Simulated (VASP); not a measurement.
Set up this calculation in VASP 6.6.1, as the native input.

```
Task                   : single point
Functional             : PBE
Potentials or basis    : VASP PAW PBE potentials, release 64 (C, H)
Cutoff                 : 520 eV
k mesh                 : 4 × 3 × 1
Occupations            : gaussian, width 0.1 eV
Spin                   : no spin polarisation
Dipole correction      : yes
Further INCAR settings : LREAL = Auto; ALGO = Normal; EDIFF = 1e-06; NBANDS = 58
```

The structure of HC10 lies in POSCAR:

```
HC10
1.0
    8.5436715410      0.0000000000      0.0000000000
   -2.1359178852      8.6110540228      0.0000000000
    0.0000000000      0.0000000000     22.7788015587
C H
20 2
Direct
    0.0782061927      0.9794914374      0.1756018634
    0.5782061927      0.9794914374      0.1756018634
    0.4115395260      0.9794914374      0.1756018634
    0.9115395260      0.9794914374      0.1756018634
    0.3230790520      0.9589828748      0.2291807119
    0.8230790520      0.9589828748      0.2291807119
    0.1564123854      0.9589828748      0.2291807119
    0.6564123854      0.9589828748      0.2291807119
    0.0669021191      0.9383827998      0.2826780623
    0.5669021191      0.9383827998      0.2826780623
    0.4022889535      0.9383826011      0.2826780666
    0.9022889535      0.9383826011      0.2826780666
    0.3111130358      0.9176686260      0.3364248459
    0.8111130358      0.9176686260      0.3364248459
    0.1477209834      0.9176686383      0.3364247639
    0.6477209834      0.9176686383      0.3364247639
    0.0473696299      0.8987954532      0.3853929922
    0.5473696299      0.8987954532      0.3853929922
    0.4020260968      0.8987947219      0.3853934781
    0.9020260968      0.8987947219      0.3853934781
    0.2300247762      0.2321282990      0.4191963509
    0.3375897728      0.2321282990      0.4191963509
```

These files were run (other wordings do the same):

INCAR

```
SYSTEM = HC10
PREC = Accurate
ENCUT = 520
EDIFF = 1E-6
ISMEAR = 0
SIGMA = 0.1
LREAL = Auto
LASPH = .TRUE.
NELM = 80
ALGO = Normal
ISIF = 2
LWAVE = .FALSE.
LCHARG = .FALSE.
LDIPOL = .TRUE.
IDIPOL = 3
DIPOL = 0.5 0.5 0.294
GGA = PE
NBANDS = 58
```

KPOINTS

```
regular mesh
0
G
  4 3 1
  0 0 0
```

Potentials or basis: VASP PAW PBE potentials, release 64 (C, H).

Run with:

```console
$ cat potpaw_PBE.64/C/POTCAR potpaw_PBE.64/H/POTCAR > POTCAR
$ mpirun -np 1 vasp_std > vasp.out
```

Results of the run:

The largest force is 6.912 eV/Å and the band gap on the k mesh is 0.26 eV (least direct gap 0.36 eV).

Run time: 24 min on 1 thread of Intel(R) Xeon(R) Platinum 8488C (Sapphire Rapids) (shared host), peak memory 1.6 GiB.
